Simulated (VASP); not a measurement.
# Cr (P6/mmm) in VASP: single point with PBE

Aim: the single point of Cr with PBE.

Program: VASP 6.6.1. These are calculated values, not measurements. Logs are shortened: lines on timing, memory, paths and dates and some standing lists are left out, and cuts for length are marked.

**1. The cell of the first run**

Symmetry: P6/mmm, No. 191, hexagonal system. Conventional cell: a = 1.918 Å, b = 1.918 Å, c = 1.737 Å, α = 90.00°, β = 90.00°, γ = 120.00°. Within 2.3 Å of Cr (site symmetry 6/mmm) lie 8 Cr at 1.74 to 1.92 Å.

This isn't the form of Cr at room conditions, which is bcc.

**2. Single point, PBE, collinear spin, ferromagnetic start (5.53 Å³/atom)**

File POSCAR:

```
Cr
1.0
    1.9175919362      0.0000000000      0.0000000000
   -0.9587959681      1.6606833308      0.0000000000
    0.0000000000      0.0000000000      1.7373470863
Cr
1
Direct
    0.0000000000      0.0000000000      0.0000000000
```

File INCAR.step1:

```
PREC = Accurate ; ENCUT = 520
EDIFF = 1E-7 ; ISMEAR = -1
SIGMA = 0.08 ; LREAL = False
LASPH = True ; NELM = 150
ALGO = Normal ; ISIF = 2
LWAVE = False ; LCHARG = True
ISPIN = 2 ; MAGMOM = 2
LMAXMIX = 4 ; GGA = PE
NBANDS = 16
```

File KPOINTS.step1:

```
Automatic mesh
0
Gamma
  18 18 16
```

File INCAR.step2:

```
PREC = Accurate ; ENCUT = 520
EDIFF = 1E-7 ; ISMEAR = -5
SIGMA = 0.08 ; LREAL = False
LASPH = True ; NELM = 150
ALGO = Normal ; ISIF = 2
LWAVE = False ; LCHARG = False
ISPIN = 2 ; MAGMOM = 2
LORBIT = 10 ; LMAXMIX = 4
GGA = PE ; NEDOS = 1001
ICHARG = 11
```

File KPOINTS.step2:

```
Automatic mesh
0
Gamma
  27 27 24
```

Potentials or basis: VASP PAW PBE potentials, release 64 (Cr_pv).

The run is started by

```console
$ cat potpaw_PBE.64/Cr_pv/POTCAR > POTCAR
$ cp INCAR.step1 INCAR
$ cp KPOINTS.step1 KPOINTS
$ mpirun -np 1 vasp_std > vasp.out
$ cp INCAR.step2 INCAR
$ cp KPOINTS.step2 KPOINTS
$ mpirun -np 1 vasp_std > vasp.out
```

OUTCAR:

```text
PREC = Accurate
   ENCUT = 520
   EDIFF = 1E-7
   ISMEAR = -5
   LREAL = False
   LASPH = True
   NELM = 150
   ISIF = 2
   ISPIN = 2
   LORBIT = 10
   GGA = PE
   ICHARG = 11

 ion  position               nearest neighbor table
   1  0.000  0.000  0.000-

  LATTYP: Found a hexagonal cell.
 ALAT       =     1.9175919362
 C/A-ratio  =     0.9060045850

  Lattice vectors:

 A1 = (   1.9175919362,   0.0000000000,   0.0000000000)
 A2 = (  -0.9587959681,   1.6606833308,   0.0000000000)
 A3 = (   0.0000000000,   0.0000000000,   1.7373470863)

Analysis of symmetry for initial positions (statically):
=====================================================================
 Subroutine PRICEL returns:
 Original cell was already a primitive cell.

 Routine SETGRP: Setting up the symmetry group for a
 hexagonal supercell.

 Subroutine GETGRP returns: Found 24 space group operations
 (whereof 24 operations were pure point group operations)
 out of a pool of 24 trial point group operations.

The static configuration has the point symmetry D_6h.

Analysis of symmetry for dynamics (positions and initial velocities):
=====================================================================
 Subroutine PRICEL returns:
 Original cell was already a primitive cell.

 Routine SETGRP: Setting up the symmetry group for a
 hexagonal supercell.

 Subroutine GETGRP returns: Found 24 space group operations
 (whereof 24 operations were pure point group operations)
 out of a pool of 24 trial point group operations.

The dynamic configuration has the point symmetry D_6h.

Analysis of structural, dynamic, and magnetic symmetry:
=====================================================================
 Subroutine PRICEL returns:
 Original cell was already a primitive cell.

 Routine SETGRP: Setting up the symmetry group for a
 hexagonal supercell.

 Subroutine GETGRP returns: Found 24 space group operations
 (whereof 24 operations were pure point group operations)
 out of a pool of 24 trial point group operations.

The overall configuration has the point symmetry D_6h.

 Subroutine INISYM returns: Found 24 space group operations
 (whereof 24 operations are pure point group operations),
 and found     1 'primitive' translations

----------------------------------------------------------------------------------------

                                     Primitive cell

  volume of cell :       5.5326

  direct lattice vectors                    reciprocal lattice vectors
     1.917591936  0.000000000  0.000000000     0.521487383  0.301080881  0.000000000
    -0.958795968  1.660683331  0.000000000     0.000000000  0.602161762  0.000000000
     0.000000000  0.000000000  1.737347086     0.000000000  0.000000000  0.575590225

  length of vectors
     1.917591936  1.917591936  1.737347086     0.602161762  0.602161762  0.575590225

  position of ions in fractional coordinates (direct lattice)
     0.000000000  0.000000000  0.000000000

  ion indices of the primitive-cell ions
   primitive index   ion index
                 1           1

----------------------------------------------------------------------------------------

 KPOINTS: Automatic mesh

Automatic generation of k-mesh.
 Grid dimensions read from file:
 generate k-points for:   27   27   24

 Generating k-lattice:

  Cartesian coordinates                     Fractional coordinates (reciprocal lattice)
     0.019314348  0.011151144  0.000000000     0.037037037  0.000000000  0.000000000
     0.000000000  0.022302287  0.000000000     0.000000000  0.037037037  0.000000000
     0.000000000  0.000000000  0.023982926     0.000000000  0.000000000  0.041666667

  Length of vectors
     0.022302287  0.022302287  0.023982926

  Shift w.r.t. Gamma in fractional coordinates (k-lattice)
     0.000000000  0.000000000  0.000000000

 TETIRR: Found  17736 inequivalent tetrahedra from   104976

 Subroutine IBZKPT returns following result:
 ===========================================

 Found    975 irreducible k-points:

 Following reciprocal coordinates:
            Coordinates               Weight
  0.000000  0.000000  0.000000      1.000000
  0.037037 -0.000000  0.000000      6.000000
  0.074074 -0.000000  0.000000      6.000000
  0.111111 -0.000000  0.000000      6.000000
  0.148148 -0.000000  0.000000      6.000000
  0.185185 -0.000000  0.000000      6.000000
[... 16 lines left out ...]
  0.333333  0.037037  0.000000     12.000000
  0.370370  0.037037  0.000000     12.000000
 [... further k-points ...]
   k-points           NKPTS =    975   k-points in BZ     NKDIM =    975   number of bands    NBANDS=     11
   number of dos      NEDOS =   1001   number of ions     NIONS =      1
   total plane-waves  NPLWV =   2744
   dimension x,y,z NGX =    14 NGY =   14 NGZ =   14
   dimension x,y,z NGXF=    28 NGYF=   28 NGZF=   28
   ions per type =               1
   NGX,Y,Z   is equivalent  to a cutoff of  12.14, 12.14, 13.40 a.u.
   NGXF,Y,Z  is equivalent  to a cutoff of  24.27, 24.27, 26.79 a.u.
 SYSTEM =  unknown system
   PREC   = accura    normal or accurate (medium, high low for compatibility)
   ISTART =      0    job   : 0-new  1-cont  2-samecut
   ICHARG =     11    charge: 1-file 2-atom 10-const
   ISPIN  =      2    spin polarized calculation?
   LNONCOLLINEAR =      F non collinear calculations
   LSORBIT =      F    spin-orbit coupling
   LASPH  =      T    aspherical Exc in radial PAW
   ENCUT  =  520.0 eV  38.22 Ry    6.18 a.u.   3.57  3.57  3.23*2*pi/ulx,y,z
   NELM   =    150;   NELMIN=  2; NELMDL=  0     # of ELM steps
   EDIFF  = 0.1E-06   stopping-criterion for ELM
   LREAL  =      F    real-space projection
   EDIFFG = 0.1E-05   stopping-criterion for IOM
   NSW    =      0    number of steps for IOM
   IBRION =     -1    ionic relax: 0-MD 1-quasi-New 2-CG
   NFREE  =      0    steps in history (QN), initial steepest desc. (CG)
   ISIF   =      2    stress and relaxation
   ISYM   =      2    0-nonsym 1-usesym 2-fastsym
   POTIM  = 0.5000    time-step for ionic-motion
   TEBEG  =    0.0;   TEEND  =   0.0 temperature during run
   PSTRESS=    0.0 pullay stress
   NELECT =      12.0000    total number of electrons
   NUPDOWN=      -1.0000    fix difference up-down
   EMIN   =  10.00;   EMAX   =-10.00  energy-range for DOS
   EFERMI =   0.00;   METHOD = LEGACY
   ISMEAR =    -5;   SIGMA  =   0.08  broadening in eV -4-tet -1-fermi 0-gaus
   EFERMI_NEDOS =   21; number of points for ismear=-14 and -15
   IALGO  =     38    algorithm
   IMIX   =      4    mixing-type and parameters
     AMIX     =   0.40;   BMIX     =  1.00
     AMIX_MAG =   1.60;   BMIX_MAG =  1.00
  volume/ion in A,a.u.               =       5.53        37.34
  Fermi-wavevector in a.u.,A,eV,Ry     =   2.119135  4.004585 61.100158  4.490735
  Thomas-Fermi vector in A             =   3.104082
   LORBIT       =     10    0 simple, 1 ext, 2 COOP (PROOUT), +10 PAW based schemes
   GGA     = PE    functional components
   LHFCALC =     F    Hartree Fock is set to
   AEXX    =    0.0000 exact exchange contribution
   IVDW    =     0    specifies the selected vdW correction
   LEPSILON=     F    determine dielectric tensor
   LRPA    =     F    only Hartree local field effects (RPA)
 spin polarized calculation
 Fermi weights with tetrahedron method with Bloechl corrections
  energy-cutoff  :      520.00
  volume of cell :        5.53
 maximum number of plane-waves:       168

 number of electron      12.0000002 magnetization       0.0000034

 Free energy of the ion-electron system (eV)
  ---------------------------------------------------
  ext. energy  EPLUGINS =         0.00000000
  ---------------------------------------------------
  free energy    TOTEN  =         0.53120893 eV

  energy without entropy =        0.53120893  energy(sigma->0) =        0.53120893

 E-fermi :  25.3490     XC(G=0): -18.4342

 val. band max:       25.5849685924   @ k =   0.3333   0.3333   0.3333
 cond. band min:      25.2799992347   @ k =   0.2222   0.1852   0.2917
 fundamental gap:     -0.3049693577
 Fermi energy:        25.3489936085

 spin component 1

 k-point     1 :       0.0000    0.0000    0.0000
  band No.  band energies     occupation
      1     -15.6389      1.00000
      2     -15.6389      1.00000
      3     -14.5885      1.00000
      4      16.5765      1.00000
      5      18.0281      1.00000
      6      22.7192      1.00000
      7      22.7192      1.00000
      8      32.4493      0.00000
      9      32.4493      0.00000
     10      33.8498      0.00000
     11      48.1544      0.00000

 k-point     2 :       0.0370   -0.0000    0.0000
  band No.  band energies     occupation
      1     -15.7557      1.00000
      2     -15.6626      1.00000
      3     -14.5771      1.00000
      4      16.6711      1.00000
      5      18.1074      1.00000
      6      22.6015      1.00000
      7      22.8215      1.00000
      8      32.3604      0.00000
      9      32.4340      0.00000
     10      33.8485      0.00000
     11      48.3799      0.00000

 k-point     3 :       0.0741   -0.0000    0.0000
  band No.  band energies     occupation
      1     -16.0959      1.00000
      2     -15.7320      1.00000
      3     -14.5435      1.00000
      4      16.9225      1.00000
      5      18.3525      1.00000
      6      22.2836      1.00000
      7      23.1252      1.00000
      8      32.1026      0.00000
      9      32.3890      0.00000
     10      33.8448      0.00000
     11      49.0189      0.00000
[... 267 lines left out ...]
 k-point    23 :       0.3333    0.0370    0.0000
  band No.  band energies     occupation
      1     -21.6806      1.00000
      2     -17.0137      1.00000
      3     -13.8850      1.00000
      4      16.1863      1.00000
      5      20.0705      1.00000
      6      27.1521      0.00000
      7      28.0598      0.00000
      8      30.2442      0.00000
      9      31.5328      0.00000
     10      33.7782      0.00000
     11      49.1386      0.00000

 k-point    24 :       0.3704    0.0370    0.0000
  band No.  band energies     occupation
      1     -22.2422      1.00000
      2     -17.1462      1.00000
      3     -13.8085      1.00000
      4      15.7584      1.00000
      5      20.3946      1.00000
      6      27.6702      0.00000
      7      28.2689      0.00000
      8      31.2468      0.00000
      9      31.4415      0.00000
     10      33.7713      0.00000
     11      48.1152      0.00000

 [... further k-points ...]

 spin component 2

 k-point     1 :       0.0000    0.0000    0.0000
  band No.  band energies     occupation
      1     -15.6389      1.00000
      2     -15.6389      1.00000
      3     -14.5885      1.00000
      4      16.5765      1.00000
      5      18.0281      1.00000
      6      22.7192      1.00000
      7      22.7192      1.00000
      8      32.4493      0.00000
      9      32.4493      0.00000
     10      33.8499      0.00000
     11      48.1544      0.00000

 k-point     2 :       0.0370   -0.0000    0.0000
  band No.  band energies     occupation
      1     -15.7557      1.00000
      2     -15.6626      1.00000
      3     -14.5771      1.00000
      4      16.6711      1.00000
      5      18.1074      1.00000
      6      22.6015      1.00000
      7      22.8215      1.00000
      8      32.3604      0.00000
      9      32.4340      0.00000
     10      33.8485      0.00000
     11      48.3799      0.00000

 k-point     3 :       0.0741   -0.0000    0.0000
  band No.  band energies     occupation
      1     -16.0959      1.00000
      2     -15.7320      1.00000
      3     -14.5435      1.00000
      4      16.9225      1.00000
      5      18.3525      1.00000
      6      22.2836      1.00000
      7      23.1252      1.00000
      8      32.1026      0.00000
      9      32.3890      0.00000
     10      33.8448      0.00000
     11      49.0189      0.00000
[... 267 lines left out ...]
 k-point    23 :       0.3333    0.0370    0.0000
  band No.  band energies     occupation
      1     -21.6806      1.00000
      2     -17.0136      1.00000
      3     -13.8850      1.00000
      4      16.1863      1.00000
      5      20.0705      1.00000
      6      27.1521      0.00000
      7      28.0598      0.00000
      8      30.2442      0.00000
      9      31.5328      0.00000
     10      33.7782      0.00000
     11      49.1386      0.00000

 k-point    24 :       0.3704    0.0370    0.0000
  band No.  band energies     occupation
      1     -22.2422      1.00000
      2     -17.1462      1.00000
      3     -13.8085      1.00000
      4      15.7584      1.00000
      5      20.3946      1.00000
      6      27.6702      0.00000
      7      28.2689      0.00000
      8      31.2468      0.00000
      9      31.4415      0.00000
     10      33.7713      0.00000
     11      48.1152      0.00000

 [... further k-points ...]
[... 5 lines left out ...]
  --------------------------------------------------------------------------------------
  -------------------------------------------------------------------------------------
  Total       29.7395881     29.7395881     31.7380232      0.0000000      0.0000000      0.0000000
  in kB     8612.2359551   8612.2359547   9190.9593144      0.0000000      0.0000000      0.0000000
  external PRESSURE =    8805.1437414 kB  Pullay stress =       0.0000000 kB

 VOLUME and BASIS-vectors are now :
 -----------------------------------------------------------------------------
  energy-cutoff  :      520.00
  volume of cell :        5.53
      direct lattice vectors                 reciprocal lattice vectors
     1.917591936  0.000000000  0.000000000     0.521487383  0.301080881  0.000000000
    -0.958795968  1.660683331  0.000000000     0.000000000  0.602161762  0.000000000
     0.000000000  0.000000000  1.737347086     0.000000000  0.000000000  0.575590225

 POSITION                                       TOTAL-FORCE (eV/Angst)
 -----------------------------------------------------------------------------------
      0.00000      0.00000      0.00000        -0.000000      0.000000      0.000000
 -----------------------------------------------------------------------------------
    total drift:                                0.000000     -0.000000      0.000000

  FREE ENERGIE OF THE ION-ELECTRON SYSTEM (eV)
  ---------------------------------------------------
  free  energy   TOTEN  =         0.5312089345 eV

  energy  without entropy=        0.5312089345  energy(sigma->0) =        0.53120893

 total charge

# of ion       s       p       d       tot
------------------------------------------
    1        0.671   6.928   6.373  13.971

 magnetization (x)

# of ion       s       p       d       tot
------------------------------------------
    1        0.000  -0.000  -0.000  -0.000
```

Wall time 58 s (1 thread of AMD EPYC 9R45 (Zen 5), shared host); peak memory 0.23 GiB.

Results:

```
Net moment : 0.00 μB per cell
```

Levels at points of the mesh, in eV from the Fermi level:
Spin up:
```csv
k point,band 2,band 3,band 4,band 5,band 6,band 7,band 8,band 9,band 10,band 11
"(0.00, 0.00, 0.00)",-40.99,-39.94,-8.77,-7.32,-2.63,-2.63,7.10,7.10,8.50,22.81
"(0.00, 0.00, 0.50)",-39.94,-39.94,-3.33,-0.57,-0.57,0.38,0.38,2.37,8.03,22.90
```
Spin down:
```csv
k point,band 4,band 5,band 6,band 7,band 8,band 9
"(0.00, 0.00, 0.00)",-8.77,-7.32,-2.63,-2.63,7.10,7.10
"(0.00, 0.00, 0.50)",-3.33,-0.57,-0.57,0.38,0.38,2.37
```

Caveat: atoms lie so close that the PAW spheres overlap strongly, which falsifies energies and pressures; the moments typed at the start vanished in this run.
